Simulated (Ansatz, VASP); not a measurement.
**NaF in VASP and in Ansatz**

```
CELL_PARAMETERS angstrom
0.00000 2.29724 2.29724
2.29724 0.00000 2.29724
2.29724 2.29724 0.00000
ATOMIC_POSITIONS crystal
Na 0.00000 0.00000 0.00000
F 0.50000 0.50000 0.50000
```

Alike in both runs: task single point; functional PBE; k mesh 6 × 6 × 6; no spin polarisation.

|  | VASP | Ansatz |
| --- | --- | --- |
| version | VASP 6.6.1 | Ansatz 0.2.0 |
| potentials or method | VASP PAW PBE potentials, release 64 (Na_pv, F) | plane waves |
| plane-wave cutoff (eV) | 600 | 420 |
| occupations | methfessel-paxton of order 1, width 0.001 eV | cold, width 0.001 eV |
| valence electrons in the cell | 14 | 16 |

VASP gave:

| Property | Result |
| --- | --- |
| gap on the k mesh at the Fermi level (eV) | 6.44 |
| pressure (GPa) | 3.4 |

Q: What did Ansatz give for the same quantities?

A: gap on the k mesh at the Fermi level (eV): 6.46; pressure (GPa): 3.6.

VASP's potentials hold 14 valence electrons a cell and Ansatz's 16, so a difference there can come from the potentials and not from the codes.
